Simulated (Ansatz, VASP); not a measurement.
# Si4N: VASP beside Ansatz

```
Si N
1.0
     2.57053   -3.36067   -0.01582
     2.57053    3.36067   -0.01582
    -0.68560    0.00000    4.37248
Si N
4 1
Direct
  0.36641 0.36641 0.08491
  0.69277 0.13973 0.76345
  0.13973 0.69277 0.76345
  0.80298 0.80298 0.34679
  0.99555 0.99555 0.03917
```

Change from the starting cell: the structure that the rattled cell fell into.

Alike in both runs: functional PBE; k mesh 10 × 10 × 10; occupations gaussian, width 0.1 eV; no spin polarisation.

Ansatz relaxed the structure, and its values are those at the end. VASP's run is a single point on that final structure, the one shown.

```csv
,VASP,Ansatz
version,VASP 6.6.1,Ansatz 0.2.0
potentials or method,"VASP PAW PBE potentials, release 64 (Si, N), cutoff 520 eV","scalar-relativistic, plane waves, PAW"
valence electrons in the cell,21,21
```

Ansatz gave:

- gap on the k mesh at the Fermi level (eV): none
- pressure (GPa): 0.0

What did VASP give for the same quantities?

gap on the k mesh at the Fermi level (eV): none; pressure (GPa): -0.1.

A gap of «none» marks a metal or a gap that the smearing closes.
